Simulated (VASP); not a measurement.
# Ga2BSb3 (P-6m2) in VASP: a series of runs, part 2 of 2

VASP 6.6.1. The steps go on from the part before.

**4. Single point, PBE**

This run uses another cell than the first one, of 22.62 Å³/atom.

Input file INCAR:

```
ALGO = Normal ; EDIFF = 1E-6
ENCUT = 520 ; GGA = PE
ISIF = 2 ; ISMEAR = 0
LASPH = True ; LCHARG = False
LREAL = False ; LWAVE = False
NBANDS = 31 ; NELM = 60
PREC = Accurate ; SIGMA = 0.1
```

Input file KPOINTS:

```
k-points
0
Gamma
  6 6 4
```

Input file POSCAR:

```
Ga2BSb3
1.0
    5.1068436857      0.0000000000      0.0000000000
   -2.5534218428      4.4226563650      0.0000000000
    0.0000000000      0.0000000000      6.0086519297
Ga B Sb
2 1 3
Direct
    0.6666666667      0.3333333333      0.2354831122
    0.6666666667      0.3333333333      0.7645168878
    0.0000000000      0.0000000000      0.0000000000
    0.0000000000      0.0000000000      0.5000000000
    0.3333333333      0.6666666667      0.0000000000
    0.3333333333      0.6666666667      0.5000000000
```

Potentials or basis: VASP PAW PBE potentials, release 64 (Ga_d, B, Sb).

Launch:

```bash
$ cat potpaw_PBE.64/Ga_d/POTCAR potpaw_PBE.64/B/POTCAR potpaw_PBE.64/Sb/POTCAR > POTCAR
$ mpirun -np 1 vasp_std > vasp.out
```

OUTCAR:

```text
EDIFF = 1E-6
   ENCUT = 520
   GGA = PE
   ISIF = 2
   ISMEAR = 0
   LASPH = True
   LREAL = False
   NELM = 60
   PREC = Accurate

 ion  position               nearest neighbor table
   1  0.667  0.333  0.235-   2 2.83   5 3.27   5 3.27   5 3.27   4 3.35   6 3.35   6 3.35   4 3.35
                             4 3.35   6 3.35
   2  0.667  0.333  0.765-   1 2.83   5 3.27   5 3.27   5 3.27   4 3.35   6 3.35   6 3.35   4 3.35
                             4 3.35   6 3.35
   3  0.000  0.000  0.000-   5 2.95   5 2.95   5 2.95
   4  0.000  0.000  0.500-   6 2.95   6 2.95   6 2.95   1 3.35   2 3.35   2 3.35   1 3.35   2 3.35
                             1 3.35
   5  0.333  0.667  0.000-   3 2.95   3 2.95   3 2.95   6 3.00   6 3.00   1 3.27   2 3.27   1 3.27
                             2 3.27   1 3.27   2 3.27
   6  0.333  0.667  0.500-   4 2.95   4 2.95   4 2.95   5 3.00   5 3.00   1 3.35   2 3.35   1 3.35
                             2 3.35   1 3.35   2 3.35

  LATTYP: Found a hexagonal cell.
 ALAT       =     5.1068436857
 C/A-ratio  =     1.1765881823

  Lattice vectors:

 A1 = (   5.1068436857,   0.0000000000,   0.0000000000)
 A2 = (  -2.5534218428,   4.4226563650,   0.0000000000)
 A3 = (   0.0000000000,   0.0000000000,   6.0086519297)

Analysis of symmetry for initial positions (statically):
=====================================================================
 Subroutine PRICEL returns:
 Original cell was already a primitive cell.

 Routine SETGRP: Setting up the symmetry group for a
 hexagonal supercell.

 Subroutine GETGRP returns: Found 12 space group operations
 (whereof 12 operations were pure point group operations)
 out of a pool of 24 trial point group operations.

The static configuration has the point symmetry D_3h.

Analysis of symmetry for dynamics (positions and initial velocities):
=====================================================================
 Subroutine PRICEL returns:
 Original cell was already a primitive cell.

 Routine SETGRP: Setting up the symmetry group for a
 hexagonal supercell.

 Subroutine GETGRP returns: Found 12 space group operations
 (whereof 12 operations were pure point group operations)
 out of a pool of 24 trial point group operations.

The dynamic configuration has the point symmetry D_3h.

 Subroutine INISYM returns: Found 12 space group operations
 (whereof 12 operations are pure point group operations),
 and found     1 'primitive' translations

----------------------------------------------------------------------------------------

                                     Primitive cell

  volume of cell :     135.7103

  direct lattice vectors                    reciprocal lattice vectors
     5.106843686  0.000000000  0.000000000     0.195815666  0.113054228  0.000000000
    -2.553421843  4.422656365  0.000000000     0.000000000  0.226108456  0.000000000
     0.000000000  0.000000000  6.008651930     0.000000000  0.000000000  0.166426681

  length of vectors
     5.106843686  5.106843686  6.008651930     0.226108456  0.226108456  0.166426681

  position of ions in fractional coordinates (direct lattice)
[... 39 lines left out ...]

 Found     21 irreducible k-points:

 Following reciprocal coordinates:
            Coordinates               Weight
  0.000000  0.000000  0.000000      1.000000
  0.166667 -0.000000  0.000000      6.000000
  0.333333  0.000000  0.000000      6.000000
  0.500000  0.000000  0.000000      3.000000
  0.166667  0.166667  0.000000      6.000000
  0.333333  0.166667  0.000000     12.000000
[... 13 lines left out ...]
  0.333333  0.166667  0.500000     12.000000
  0.333333  0.333333  0.500000      2.000000
   k-points           NKPTS =     21   k-points in BZ     NKDIM =     21   number of bands    NBANDS=     31
   number of dos      NEDOS =    301   number of ions     NIONS =      6
   total plane-waves  NPLWV =  76800
   dimension x,y,z NGX =    40 NGY =   40 NGZ =   48
   dimension x,y,z NGXF=    80 NGYF=   80 NGZF=   96
   ions per type =               2   1   3
   NGX,Y,Z   is equivalent  to a cutoff of  13.02, 13.02, 13.28 a.u.
   NGXF,Y,Z  is equivalent  to a cutoff of  26.04, 26.04, 26.56 a.u.
 SYSTEM =  unknown system
   PREC   = accura    normal or accurate (medium, high low for compatibility)
   ISTART =      0    job   : 0-new  1-cont  2-samecut
   ICHARG =      2    charge: 1-file 2-atom 10-const
   ISPIN  =      1    spin polarized calculation?
   LNONCOLLINEAR =      F non collinear calculations
   LSORBIT =      F    spin-orbit coupling
   LASPH  =      T    aspherical Exc in radial PAW
   ENCUT  =  520.0 eV  38.22 Ry    6.18 a.u.   9.50  9.50 11.17*2*pi/ulx,y,z
   NELM   =     60;   NELMIN=  2; NELMDL= -5     # of ELM steps
   EDIFF  = 0.1E-05   stopping-criterion for ELM
   LREAL  =      F    real-space projection
   EDIFFG = 0.1E-04   stopping-criterion for IOM
   NSW    =      0    number of steps for IOM
   IBRION =     -1    ionic relax: 0-MD 1-quasi-New 2-CG
   NFREE  =      0    steps in history (QN), initial steepest desc. (CG)
   ISIF   =      2    stress and relaxation
   ISYM   =      2    0-nonsym 1-usesym 2-fastsym
   POTIM  = 0.5000    time-step for ionic-motion
   TEBEG  =    0.0;   TEEND  =   0.0 temperature during run
   PSTRESS=    0.0 pullay stress
   NELECT =      44.0000    total number of electrons
   NUPDOWN=      -1.0000    fix difference up-down
   EMIN   =  10.00;   EMAX   =-10.00  energy-range for DOS
   EFERMI =   0.00;   METHOD = LEGACY
   ISMEAR =     0;   SIGMA  =   0.10  broadening in eV -4-tet -1-fermi 0-gaus
   EFERMI_NEDOS =   21; number of points for ismear=-14 and -15
   IALGO  =     38    algorithm
   IMIX   =      4    mixing-type and parameters
     AMIX     =   0.40;   BMIX     =  1.00
     AMIX_MAG =   1.60;   BMIX_MAG =  1.00
  volume/ion in A,a.u.               =      22.62       152.64
  Fermi-wavevector in a.u.,A,eV,Ry     =   1.124661  2.125300 17.209483  1.264861
  Thomas-Fermi vector in A             =   2.261334
   LORBIT       =      0    0 simple, 1 ext, 2 COOP (PROOUT), +10 PAW based schemes
   GGA     = PE    functional components
   LHFCALC =     F    Hartree Fock is set to
   AEXX    =    0.0000 exact exchange contribution
   IVDW    =     0    specifies the selected vdW correction
   LEPSILON=     F    determine dielectric tensor
   LRPA    =     F    only Hartree local field effects (RPA)
 non-spin polarized calculation
 Gauss-broadening in eV      SIGMA  =   0.10
  energy-cutoff  :      520.00
  volume of cell :      135.71
 maximum number of plane-waves:      3685
 NGX is ok and might be reduce to    40
   NGX = 19   NGY = 19   NGZ = 23

 number of electron      44.0000005 magnetization

 Free energy of the ion-electron system (eV)
  ---------------------------------------------------
  ext. energy  EPLUGINS =         0.00000000
  ---------------------------------------------------
  free energy    TOTEN  =       -20.92946063 eV

  energy without entropy =      -20.91474532  energy(sigma->0) =      -20.92210298

 E-fermi :   6.6035     XC(G=0): -10.2485

 val. band max:        6.5981829700   @ k =   0.1667   0.1667   0.0000
 cond. band min:       6.6530529550   @ k =   0.3333   0.1667   0.5000
 fundamental gap:      0.0548699851
 Fermi energy:         6.6034591646

 k-point     1 :       0.0000    0.0000    0.0000
  band No.  band energies     occupation
      1      -8.2657      2.00000
      2      -8.1924      2.00000
      3      -8.1924      2.00000
      4      -8.1574      2.00000
      5      -8.1574      2.00000
      6      -8.1398      2.00000
[... 703 lines left out ...]
     30      11.5117      0.00000
     31      11.9785      0.00000

------------------------ aborting loop because EDIFF is reached ----------------------------------------

  FORCE on cell =-STRESS in cart. coord.  units (eV):
  Direction    XX          YY          ZZ          XY          YZ          ZX
  --------------------------------------------------------------------------------------
  -------------------------------------------------------------------------------------
  Total       -0.0524147     -0.0524147     -0.0267122     -0.0000000     -0.0000000      0.0000000
  in kB       -0.6188009     -0.6188009     -0.3153606     -0.0000000     -0.0000000      0.0000000
  external PRESSURE =      -0.5176541 kB  Pullay stress =       0.0000000 kB

 VOLUME and BASIS-vectors are now :
 -----------------------------------------------------------------------------
  energy-cutoff  :      520.00
  volume of cell :      135.71
      direct lattice vectors                 reciprocal lattice vectors
     5.106843686  0.000000000  0.000000000     0.195815666  0.113054228  0.000000000
    -2.553421843  4.422656365  0.000000000     0.000000000  0.226108456  0.000000000
     0.000000000  0.000000000  6.008651930     0.000000000  0.000000000  0.166426681

 POSITION                                       TOTAL-FORCE (eV/Angst)
 -----------------------------------------------------------------------------------
      2.55342      1.47422      1.41494        -0.000000      0.000000     -0.004329
      2.55342      1.47422      4.59372        -0.000000      0.000000      0.004329
      0.00000      0.00000      0.00000         0.000000     -0.000000      0.000000
      0.00000      0.00000      3.00433         0.000000     -0.000000      0.000000
     -0.00000      2.94844      0.00000         0.000000     -0.000000      0.000000
     -0.00000      2.94844      3.00433         0.000000     -0.000000      0.000000
 -----------------------------------------------------------------------------------
    total drift:                               -0.000004      0.000002      0.000000

  FREE ENERGIE OF THE ION-ELECTRON SYSTEM (eV)
  ---------------------------------------------------
  free  energy   TOTEN  =       -20.9294606287 eV

  energy  without entropy=      -20.9147453217  energy(sigma->0) =      -20.92210298
```

OSZICAR:

```text
N       E                     dE             d eps       ncg     rms          rms(c)
DAV:   1     0.304958231466E+03    0.30496E+03   -0.19056E+04  1337   0.172E+03
DAV:   2     0.152808942726E+02   -0.28968E+03   -0.28041E+03  1475   0.446E+02
DAV:   3    -0.196182546450E+02   -0.34899E+02   -0.33570E+02  1577   0.116E+02
DAV:   4    -0.210784119672E+02   -0.14602E+01   -0.14352E+01  1595   0.244E+01
DAV:   5    -0.211156695170E+02   -0.37258E-01   -0.37184E-01  1695   0.379E+00    0.424E+00
DAV:   6    -0.209479442448E+02    0.16773E+00   -0.90273E-01  1748   0.425E+00    0.249E+00
DAV:   7    -0.209335502423E+02    0.14394E-01   -0.10635E-01  1563   0.128E+00    0.131E+00
DAV:   8    -0.209302908732E+02    0.32594E-02   -0.24748E-02  1612   0.643E-01    0.174E-01
DAV:   9    -0.209293779736E+02    0.91290E-03   -0.34822E-03  1560   0.263E-01    0.654E-02
DAV:  10    -0.209294594104E+02   -0.81437E-04   -0.61368E-04  1494   0.123E-01    0.322E-02
DAV:  11    -0.209294604412E+02   -0.10308E-05   -0.28644E-05  1735   0.338E-02    0.509E-03
DAV:  12    -0.209294606287E+02   -0.18755E-06   -0.33456E-06  1337   0.860E-03
   1 F= -.20929461E+02 E0= -.20922103E+02  d E =-.147153E-01
```

stdout:

```text
POSCAR found type information on POSCAR GaB Sb
 POSCAR found :  3 types and       6 ions
 scaLAPACK will be used
 LDA part: xc-table for (Slater+PW92), standard interpolation
 POSCAR, INCAR and KPOINTS ok, starting setup
 FFT: planning ... GRIDC
 FFT: planning ... GRID_SOFT
 FFT: planning ... GRID
 WAVECAR not read
 entering main loop
```

Run time: 1.8 min. Hardware: 1 thread of Intel Xeon 8259CL, shared host; peak memory 0.31 GiB.

What came out:

```
Free energy            : -20.9295 eV
Pressure               : -0.1 GPa
Largest force          : 0.004 eV/Å
Band gap on the k mesh : zero (bands 22 and 23 overlap by 2.11 eV)
```

Forces on the atoms (eV/Å):
```
Ga   0.000  0.000 -0.004
Ga   0.000  0.000  0.004
B    0.000  0.000  0.000
Sb   0.000  0.000  0.000
Sb   0.000  0.000  0.000
Sb   0.000  0.000  0.000
```

Caveat: spin-orbit coupling is left out, which moves the levels of the heavy elements.

**5. Relaxation of cell and atoms, PBE**

This run uses another cell than the first one, of 26.13 Å³/atom.

Input file INCAR:

```
PREC = Accurate ; ENCUT = 600
EDIFF = 1E-6 ; ISMEAR = 0
SIGMA = 0.1 ; LREAL = False
LASPH = True ; NELM = 100
ALGO = Normal ; ISIF = 3
LWAVE = False ; LCHARG = False
GGA = PE ; IBRION = 2
NSW = 90 ; EDIFFG = -0.04
```

Input file KPOINTS:

```
regular mesh
0
Gamma
  6 6 2
```

Input file POSCAR:

```
Ga2BSb3
1.0
    4.4762345000      0.0000000000      0.0000000000
   -2.2381172500      3.8765327900      0.0000000000
    0.0000000000      0.0000000000      9.0348590700
Ga B Sb
2 1 3
Direct
    0.6666666700      0.3333333300      0.2494100000
    0.6666666700      0.3333333300      0.7505900000
    0.0000000000      0.0000000000      0.0000000000
    0.0000000000      0.0000000000      0.5000000000
    0.3333333300      0.6666666700      0.0000000000
    0.3333333300      0.6666666700      0.5000000000
```

Launch:

```bash
$ cat potpaw_PBE.64/Ga_d/POTCAR potpaw_PBE.64/B/POTCAR potpaw_PBE.64/Sb/POTCAR > POTCAR
$ mpirun -np 1 vasp_std > vasp.out
```

Run time: 28 min. Hardware: 1 thread of Intel Xeon 8259CL, shared host; peak memory 0.37 GiB.

Results (log left out):

```yaml
Free_energy: -20.7700 eV
Relaxed_volume: 22.81 Å³/atom
Relaxed_cell: a = 5.014 Å, b = 5.014 Å, c = 6.287 Å, α = 90.00°, β = 90.00°, γ = 120.00°
Space_group_after_relaxing_to_0.1_Å: P-6m2 (No. 187)
Pressure_after_relaxing: 0.1 GPa
Largest_force_after_relaxing: 0.026 eV/Å
```

Forces on the atoms (eV/Å):
```
Ga   0.000  0.000 -0.026
Ga   0.000  0.000  0.026
B    0.000  0.000  0.000
Sb   0.000  0.000  0.000
Sb   0.000  0.000  0.000
Sb   0.000  0.000  0.000
```

Final structure:
```
Ga B Sb
1.0
     5.01408    0.00000    0.00000
    -2.50704    4.34232    0.00000
     0.00000    0.00000    6.28713
Ga B Sb
2 1 3
Cartesian
  2.5070 1.4474 1.4622
  2.5070 1.4474 4.8249
  0.0000 0.0000 6.2871
  0.0000 0.0000 3.1436
  0.0000 2.8949 0.0000
  0.0000 2.8949 3.1436
```

Levels at points of the mesh, in eV from the Fermi level:
```
           k point  band 19  band 20  band 21  band 22  band 23  band 24  band 25  band 26
(0.00, 0.00, 0.00)    -1.84    -1.84    -1.03    -1.03    -0.87    -0.10     0.53     1.74
(0.50, 0.00, 0.00)    -2.12    -2.06    -1.49     1.21     1.34     1.91     2.92     3.62
(0.00, 0.00, 0.50)    -1.93    -1.84    -1.84    -1.04    -0.91    -0.91    -0.52    -0.52
(0.50, 0.00, 0.50)    -1.13    -0.98    -0.35    -0.13     1.90     1.94     2.62     3.15
```

Caveat: the highest band is partly filled, so the run has too few bands; a cell axis changed by over 15 % at a fixed basis, so the end point is rough; spin-orbit coupling is left out, which moves the levels of the heavy elements.

**6. The runs side by side**

```tsv
task	cell	k mesh	cutoff (eV)	gap on the mesh (eV)	pressure (GPa)	largest force (eV/Å)
single point	a = 4.991, b = 4.991, c = 6.368 Å, angles 90.0, 90.0, 120.0°, 6 atoms, atomic positions A	6 × 6 × 2	520	none	0.1	-
single point	a = 4.476, b = 4.476, c = 9.035 Å, angles 90.0, 90.0, 120.0°, 6 atoms, atomic positions B	6 × 6 × 2	520	none	5.3	0.22
single point	a = 5.107, b = 5.107, c = 6.009 Å, angles 90.0, 90.0, 120.0°, 6 atoms, atomic positions C	6 × 6 × 4	520	none	-0.1	-
relaxation of cell and atoms	relaxed from a = 4.476, b = 4.476, c = 9.035 Å, angles 90.0, 90.0, 120.0°, 6 atoms, atomic positions B	6 × 6 × 2	600	-	0.1	0.03
```

Alike in all rows: level PBE; potentials or basis VASP PAW PBE potentials, release 64 (Ga_d, B, Sb); no spin polarisation; smearing gaussian 0.1 eV.

Caveats: some runs use coarse meshes; spin-orbit coupling is left out, which moves the levels of the heavy elements; the cell stands under pressure (at least some runs); semilocal functionals underestimate gaps, so a narrow gap can read as zero (at least some runs); the highest band is partly filled, so the run has too few bands (at least some runs); a cell axis changed by over 15 % at a fixed basis, so the end point is rough (at least some runs).

Absolute energies hang on the potentials; compare differences alone.
